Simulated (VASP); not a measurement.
Input of a VASP 6.6.1 run:

INCAR

```
SYSTEM = Nb
PREC = Accurate
ENCUT = 600
EDIFF = 1E-7
ISMEAR = -1
SIGMA = 0.15
LREAL = .FALSE.
LASPH = .TRUE.
NELM = 60
ALGO = Normal
ISIF = 3
LWAVE = .FALSE.
LCHARG = .FALSE.
GGA = PS
IBRION = 2
NSW = 80
EDIFFG = -0.001
```

The input KPOINTS:

```
regular mesh
0
G
  18 18 18
  0 0 0
```

Contents of POSCAR:

```
Nb
1.0
   -1.6362027021      1.6362027021      1.6362027021
    1.6362027021     -1.6362027021      1.6362027021
    1.6362027021      1.6362027021     -1.6362027021
Nb
1
Direct
    0.0000000000      0.0000000000      0.0000000000
```

Potentials or basis: VASP PAW PBE potentials, release 64 (Nb_sv).

Launch:

```sh
$ cat potpaw_PBE.64/Nb_sv/POTCAR > POTCAR
$ mpirun -np 1 vasp_std > vasp.out
```

Question: Estimate the space group after relaxing (to 0.1 Å).

Answer: Im-3m (No. 229).

Question: Estimate the band gap on the k mesh.

Answer: Zero (an odd number of electrons rules out a gap without spin polarisation).

Question: Predict the relaxed volume.

Answer: 17.54 Å³/atom.

Final structure:
```
CELL_PARAMETERS angstrom
-1.63670 1.63670 1.63670
1.63670 -1.63670 1.63670
1.63670 1.63670 -1.63670
ATOMIC_POSITIONS crystal
Nb 0.00000 0.00000 0.00000
```

Caveat: the PAW data sets were made with another functional, which shifts forces and pressure a little.
